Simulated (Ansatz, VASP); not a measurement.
## Bi2Se3: VASP beside Ansatz

File INCAR:

```
SYSTEM = Bi2Se3
ALGO     = Normal         ! electronic algorithm
EDIFF    = 1E-6           ! SCF threshold, eV
ENCUT    = 520            ! plane-wave cutoff, eV
GGA      = PS             ! functional
ISIF     = 2              ! what is computed and relaxed
ISMEAR   = 0              ! smearing method
LASPH    = .True.         ! aspherical terms in the spheres
LCHARG   = .False.        ! write CHGCAR
LREAL    = .False.        ! projectors in reciprocal space
LWAVE    = .False.        ! write WAVECAR
NBANDS   = 32             ! bands
NELM     = 60             ! most SCF steps
PREC     = Accurate       ! precision mode
SIGMA    = 0.03           ! smearing width, eV
```

KPOINTS

```
k-points
0
Gamma
  12 12 12
  0 0 0
```

The input POSCAR:

```
Bi2Se3
1.0
    1.9493554721      1.1254609065     10.7789993251
   -1.9493554721      1.1254609065     10.7789993251
    0.0000000000     -2.2509218131     10.7789993251
Bi Se
2 3
Direct
    0.4008000000      0.4008000000      0.4008000000
    0.5992000000      0.5992000000      0.5992000000
    0.0000000000      0.0000000000      0.0000000000
    0.2117000000      0.2117000000      0.2117000000
    0.7883000000      0.7883000000      0.7883000000
```

Input for Ansatz:

```yaml
crystal:
  lattice:
    - [1.9493554721, 1.1254609065, 10.7789993251]
    - [-1.9493554721, 1.1254609065, 10.7789993251]
    - [0.0, -2.2509218131, 10.7789993251]
  atoms:
    - { symbol: Bi, position: [0.4008, 0.4008, 0.4008] }
    - { symbol: Bi, position: [0.5992, 0.5992, 0.5992] }
    - { symbol: Se, position: [0.0, 0.0, 0.0] }
    - { symbol: Se, position: [0.2117, 0.2117, 0.2117] }
    - { symbol: Se, position: [0.7883, 0.7883, 0.7883] }
basis:
  ecutwfc: 420
kpoints:
  mp_grid: { grid: [12, 12, 12] }
hamiltonian:
  xc: pbesol
scf:
  occupations: { method: gaussian, width: 0.03 }
output:
  forces: true
  stress: true
  eigenvalues: true
```

Alike in both runs: task single point; functional PBEsol; k mesh 12 × 12 × 12; occupations gaussian, width 0.03 eV; no spin polarisation.

|  | VASP | Ansatz |
| --- | --- | --- |
| version | VASP 6.6.1 | Ansatz 0.2.0 |
| potentials or method | VASP PAW PBE potentials, release 64 (Bi_d, Se), cutoff 520 eV | scalar-relativistic, plane waves, PAW |
| valence electrons in the cell | 48 | 78 |

```tsv
	VASP	Ansatz	Ansatz less VASP
gap on the k mesh at the Fermi level (eV)	0.11	0.11	-0.002
least direct gap on the mesh (eV)	0.75	0.75	+0.001
pressure (GPa)	-0.5	-0.6	-0.05
traceless stress, the component that is largest in VASP (GPa)	-6.03	-6.05	-0.017
rms of the force components (eV/Å)	0.216	0.220	+0.0045
```

VASP's potentials were made for PBE, not for PBEsol. Atom by atom the forces differ by 0.008 eV/Å (rms over components). VASP's potentials hold 48 valence electrons a cell and Ansatz's 78, so a difference there can come from the potentials and not from the codes.

Spin-orbit coupling is off throughout.
